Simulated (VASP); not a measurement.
# Cu in VASP: single point with PBE+D4

Aim: the single point of Cu with PBE+D4.

Everything below comes from runs of VASP 6.6.1. Logs are shortened: lines on timing, memory, paths and dates and some standing lists are left out, and cuts for length are marked.

## Step 1: The cell of the first run

The typed cell holds 1 atom: a = 2.527 Å, b = 2.527 Å, c = 2.527 Å, α = 120.03°, β = 89.95°, γ = 120.02°.

## Step 2: Single point, PBE+D4 (the cell strained at random)

File INCAR:

```
  ALGO = Normal
  EDIFF = 1E-6
  ENCUT = 520
  GGA = PE
  ISIF = 2
  ISMEAR = -1
  IVDW = 13
  LASPH = T
  LCHARG = T
  LELF = T
  LREAL = F
  LVHAR = T
  LWAVE = F
  NBANDS = 12
  NELM = 80
  PREC = Accurate
  SIGMA = 0.05
```

File KPOINTS:

```
k-points
0
Gamma
  10 10 10
```

File POSCAR:

```
Cu
1.0
   -1.2630902810      1.7861572343      1.2640968902
    1.2645280126     -1.7873836181      1.2622551471
    1.2614350699      1.7885520553     -1.2624053023
Cu
1
Direct
   -0.0024760000      0.0069770000      0.0035150000
```

Potentials or basis: VASP PAW PBE potentials, release 64 (Cu).

Run with:

```
$ cat potpaw_PBE.64/Cu/POTCAR > POTCAR
$ mpirun -np 1 vasp_std > vasp.out
```

OUTCAR:

```text
EDIFF = 1E-6
   ENCUT = 520
   GGA = PE
   ISIF = 2
   ISMEAR = -1
   IVDW = 13
   LASPH = T
   LREAL = F
   NELM = 80
   PREC = Accurate

 ion  position               nearest neighbor table
   1  0.998  0.007  0.004-

  LATTYP: Found a base centered monoclinic cell.
 ALAT       =     3.5716169043
 B/A-ratio  =     1.0008660416
 C/A-ratio  =     0.7072324454
 COS(beta)  =    -0.7068721083

  Lattice vectors:

 A1 = (  -1.2630902810,   1.7861572343,   1.2640968902)
 A2 = (  -1.2614350699,  -1.7885520553,   1.2624053023)
 A3 = (   2.5259630825,   0.0011684372,  -0.0001501552)

Analysis of symmetry for initial positions (statically):
=====================================================================
 Subroutine PRICEL returns:
 Original cell was already a primitive cell.

 Routine SETGRP: Setting up the symmetry group for a
 base centered monoclinic supercell.

 Subroutine GETGRP returns: Found  4 space group operations
 (whereof  1 operations were pure point group operations)
 out of a pool of  4 trial point group operations.

The static configuration has the point symmetry C_1 .
 The point group associated with its full space group is C_2h.

Analysis of symmetry for dynamics (positions and initial velocities):
=====================================================================
 Subroutine PRICEL returns:
 Original cell was already a primitive cell.

 Routine SETGRP: Setting up the symmetry group for a
 base centered monoclinic supercell.

 Subroutine GETGRP returns: Found  4 space group operations
 (whereof  1 operations were pure point group operations)
 out of a pool of  4 trial point group operations.

The dynamic configuration has the point symmetry C_1 .
 The point group associated with its full space group is C_2h.

 Subroutine INISYM returns: Found  4 space group operations
 (whereof  1 operations are pure point group operations),
 and found     1 'primitive' translations

----------------------------------------------------------------------------------------

                                     Primitive cell

  volume of cell :      11.4060

  direct lattice vectors                    reciprocal lattice vectors
    -1.263090281  1.786157234  1.264096890    -0.000105776  0.279555605  0.395963421
     1.264528013 -1.787383618  1.262255147     0.395912123 -0.000003882  0.395602341
     1.261435070  1.788552055 -1.262405302     0.395759113  0.279926320 -0.000089338

  length of vectors
     2.526597647  2.527263213  2.526619092     0.484704423  0.559685288  0.484751512

  position of ions in fractional coordinates (direct lattice)
     0.997524000  0.006977000  0.003515000

  ion indices of the primitive-cell ions
   primitive index   ion index
                 1           1

----------------------------------------------------------------------------------------

 KPOINTS: k-points

Automatic generation of k-mesh.
 Grid dimensions read from file:
 generate k-points for:   10   10   10

 Generating k-lattice:

  Cartesian coordinates                     Fractional coordinates (reciprocal lattice)
    -0.000010578  0.027955560  0.039596342     0.100000000 -0.000000000  0.000000000
     0.039591212 -0.000000388  0.039560234     0.000000000  0.100000000 -0.000000000
     0.039575911  0.027992632 -0.000008934    -0.000000000  0.000000000  0.100000000

  Length of vectors
     0.048470442  0.055968529  0.048475151

  Shift w.r.t. Gamma in fractional coordinates (k-lattice)
     0.000000000  0.000000000  0.000000000

 Subroutine IBZKPT returns following result:
 ===========================================

 Found    282 irreducible k-points:

 Following reciprocal coordinates:
            Coordinates               Weight
  0.000000  0.000000  0.000000      1.000000
  0.100000  0.000000  0.000000      4.000000
  0.200000  0.000000  0.000000      4.000000
  0.300000  0.000000  0.000000      4.000000
  0.400000  0.000000  0.000000      4.000000
  0.500000  0.000000  0.000000      2.000000
[... 16 lines left out ...]
 -0.400000  0.200000 -0.000000      4.000000
 -0.300000  0.200000 -0.000000      4.000000
 [... further k-points ...]
   k-points           NKPTS =    282   k-points in BZ     NKDIM =    282   number of bands    NBANDS=     12
   number of dos      NEDOS =    301   number of ions     NIONS =      1
   total plane-waves  NPLWV =   8000
   dimension x,y,z NGX =    20 NGY =   20 NGZ =   20
   dimension x,y,z NGXF=    40 NGYF=   40 NGZF=   40
   ions per type =               1
   NGX,Y,Z   is equivalent  to a cutoff of  13.16, 13.16, 13.16 a.u.
   NGXF,Y,Z  is equivalent  to a cutoff of  26.32, 26.31, 26.32 a.u.
 SYSTEM =  unknown system
   PREC   = accura    normal or accurate (medium, high low for compatibility)
   ISTART =      0    job   : 0-new  1-cont  2-samecut
   ICHARG =      2    charge: 1-file 2-atom 10-const
   ISPIN  =      1    spin polarized calculation?
   LNONCOLLINEAR =      F non collinear calculations
   LSORBIT =      F    spin-orbit coupling
   LASPH  =      T    aspherical Exc in radial PAW
   ENCUT  =  520.0 eV  38.22 Ry    6.18 a.u.   4.70  4.70  4.70*2*pi/ulx,y,z
   NELM   =     80;   NELMIN=  2; NELMDL= -5     # of ELM steps
   EDIFF  = 0.1E-05   stopping-criterion for ELM
   LREAL  =      F    real-space projection
   EDIFFG = 0.1E-04   stopping-criterion for IOM
   NSW    =      0    number of steps for IOM
   IBRION =     -1    ionic relax: 0-MD 1-quasi-New 2-CG
   NFREE  =      0    steps in history (QN), initial steepest desc. (CG)
   ISIF   =      2    stress and relaxation
   ISYM   =      2    0-nonsym 1-usesym 2-fastsym
   POTIM  = 0.5000    time-step for ionic-motion
   TEBEG  =    0.0;   TEEND  =   0.0 temperature during run
   PSTRESS=    0.0 pullay stress
   NELECT =      11.0000    total number of electrons
   NUPDOWN=      -1.0000    fix difference up-down
   EMIN   =  10.00;   EMAX   =-10.00  energy-range for DOS
   EFERMI =   0.00;   METHOD = LEGACY
   ISMEAR =    -1;   SIGMA  =   0.05  broadening in eV -4-tet -1-fermi 0-gaus
   EFERMI_NEDOS =   21; number of points for ismear=-14 and -15
   IALGO  =     38    algorithm
   IMIX   =      4    mixing-type and parameters
     AMIX     =   0.40;   BMIX     =  1.00
     AMIX_MAG =   1.60;   BMIX_MAG =  1.00
  volume/ion in A,a.u.               =      11.41        76.97
  Fermi-wavevector in a.u.,A,eV,Ry     =   1.617441  3.056520 35.594412  2.616115
  Thomas-Fermi vector in A             =   2.711865
   LORBIT       =      0    0 simple, 1 ext, 2 COOP (PROOUT), +10 PAW based schemes
   GGA     = PE    functional components
   LHFCALC =     F    Hartree Fock is set to
   AEXX    =    0.0000 exact exchange contribution
   IVDW    =    13    specifies the selected vdW correction
   LEPSILON=     F    determine dielectric tensor
   LRPA    =     F    only Hartree local field effects (RPA)
 non-spin polarized calculation
  energy-cutoff  :      520.00
  volume of cell :       11.41
 maximum number of plane-waves:       331
   NGX =  9   NGY =  9   NGZ =  9

 number of electron      10.9999991 magnetization

 Free energy of the ion-electron system (eV)
  ---------------------------------------------------
  ext. energy  EPLUGINS =         0.00000000
  ---------------------------------------------------
  free energy    TOTEN  =        -3.70095950 eV

  energy without entropy =       -3.69618579  energy(sigma->0) =       -3.69857264

 E-fermi :   7.9145     XC(G=0): -12.9307

 val. band max:        7.8771192801   @ k =   0.5000   0.4000   0.1000
 cond. band min:       8.1384418158   @ k =   0.4000  -0.2000   0.3000
 fundamental gap:      0.2613225357
 Fermi energy:         7.9144525057

 k-point     1 :       0.0000    0.0000    0.0000
  band No.  band energies     occupation
      1      -1.5951      2.00000
      2       4.8796      2.00000
      3       4.8814      2.00000
      4       4.8841      2.00000
      5       5.7475      2.00000
      6       5.7514      2.00000
      7      30.8977      0.00000
      8      33.8117      0.00000
      9      33.8129      0.00000
     10      33.8200      0.00000
     11      36.3346      0.00000
     12      36.3411      0.00000

 k-point     2 :       0.1000    0.0000    0.0000
  band No.  band energies     occupation
      1      -1.2237      2.00000
      2       4.8034      2.00000
      3       4.9478      2.00000
      4       4.9509      2.00000
      5       5.7235      2.00000
      6       5.7270      2.00000
      7      28.4871      0.00000
      8      31.7529      0.00000
      9      32.9070      0.00000
     10      32.9156      0.00000
     11      37.7215      0.00000
     12      37.7258      0.00000

 k-point     3 :       0.2000    0.0000    0.0000
  band No.  band energies     occupation
      1      -0.1583      2.00000
      2       4.6463      2.00000
      3       5.0483      2.00000
      4       5.0520      2.00000
      5       5.7466      2.00000
      6       5.7486      2.00000
      7      23.2914      0.00000
      8      31.1953      0.00000
      9      31.7942      0.00000
     10      31.8060      0.00000
     11      38.1544      0.00000
     12      38.2487      0.00000
[... 286 lines left out ...]
 k-point    23 :      -0.4000    0.2000   -0.0000
  band No.  band energies     occupation
      1       1.9062      2.00000
      2       4.3567      2.00000
      3       4.8594      2.00000
      4       5.3906      2.00000
      5       5.4903      2.00000
      6       6.6650      2.00000
      7      20.6358      0.00000
      8      21.4870      0.00000
      9      31.8075      0.00000
     10      31.8537      0.00000
     11      36.4505      0.00000
     12      38.4665      0.00000

 k-point    24 :      -0.3000    0.2000   -0.0000
  band No.  band energies     occupation
      1       0.6199      2.00000
      2       4.5119      2.00000
      3       5.0351      2.00000
      4       5.1675      2.00000
      5       5.5826      2.00000
      6       6.0728      2.00000
      7      21.8563      0.00000
      8      26.1864      0.00000
      9      32.9041      0.00000
     10      34.8642      0.00000
     11      35.1988      0.00000
     12      35.5628      0.00000

 [... further k-points ...]

------------------------ aborting loop because EDIFF is reached ----------------------------------------

  DFT-D4 for vdW energy calculation

  Edisp (eV):   -0.57893

  FORCE on cell =-STRESS in cart. coord.  units (eV):
  Direction    XX          YY          ZZ          XY          YZ          ZX
  --------------------------------------------------------------------------------------
  -------------------------------------------------------------------------------------
  Total       0.04256     0.03864     0.04105     0.00000    -0.00000    -0.00131
  in kB       5.97887     5.42749     5.76630     0.00034    -0.00032    -0.18362
  external pressure =        5.72 kB  Pullay stress =        0.00 kB

 VOLUME and BASIS-vectors are now :
 -----------------------------------------------------------------------------
  energy-cutoff  :      520.00
  volume of cell :       11.41
      direct lattice vectors                 reciprocal lattice vectors
    -1.263090281  1.786157234  1.264096890    -0.000105776  0.279555605  0.395963421
     1.264528013 -1.787383618  1.262255147     0.395912123 -0.000003882  0.395602341
     1.261435070  1.788552055 -1.262405302     0.395759113  0.279926320 -0.000089338

 POSITION                                       TOTAL-FORCE (eV/Angst)
 -----------------------------------------------------------------------------------
     -1.24671      1.77555      1.26534         0.000000     -0.000000      0.000000
 -----------------------------------------------------------------------------------
    total drift:                                0.000049     -0.000033      0.000003

  FREE ENERGIE OF THE ION-ELECTRON SYSTEM (eV)
  ---------------------------------------------------
  free  energy   TOTEN  =        -4.2798863335 eV

  energy  without entropy=       -4.2751126177  energy(sigma->0) =       -4.27749948
```

Wall time 27 s (1 thread of Intel Xeon Platinum 8488C (Sapphire Rapids), shared host); peak memory 0.15 GiB.

What came out:

```yaml
Free_energy: -4.2799 eV
Pressure: 0.6 GPa
Dispersion_energy_per_atom: -0.579 eV
```

Caveat: the cell differs from its parent crystal (the cell strained at random); pairwise dispersion overbinds metals, which lowers pressure and volume.
